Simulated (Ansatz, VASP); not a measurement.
# W in VASP and in Ansatz

```xyz
1
Lattice="0.0000 1.9936 1.9936 1.9936 0.0000 1.9936 1.9936 1.9936 0.0000" Properties=species:S:1:pos:R:3 pbc="T T T"
W     0.0000    0.0000    0.0000
```

Alike in both runs: task relaxation of cell and atoms; functional PBEsol; k mesh 14 × 14 × 14; occupations fermi-dirac, width 0.1 eV; no spin polarisation.

|  | VASP | Ansatz |
| --- | --- | --- |
| version | VASP 6.6.1 | Ansatz 0.2.0 |
| potentials or method | VASP PAW PBE potentials, release 64 (W_sv), cutoff 600 eV | plane waves (420 eV) with PAW, scalar-relativistic |
| valence electrons in the cell | 14 | 14 |

```csv
,VASP,Ansatz,Ansatz less VASP
relaxed volume (Å³/atom),16.03,15.99,-0.040
relaxed cell length with the largest relative difference (Å),2.830,2.828,-0.0023
```

VASP's potentials were made for PBE, not for PBEsol, and Ansatz warns of the same on its side.

Neither program's run includes spin-orbit coupling.
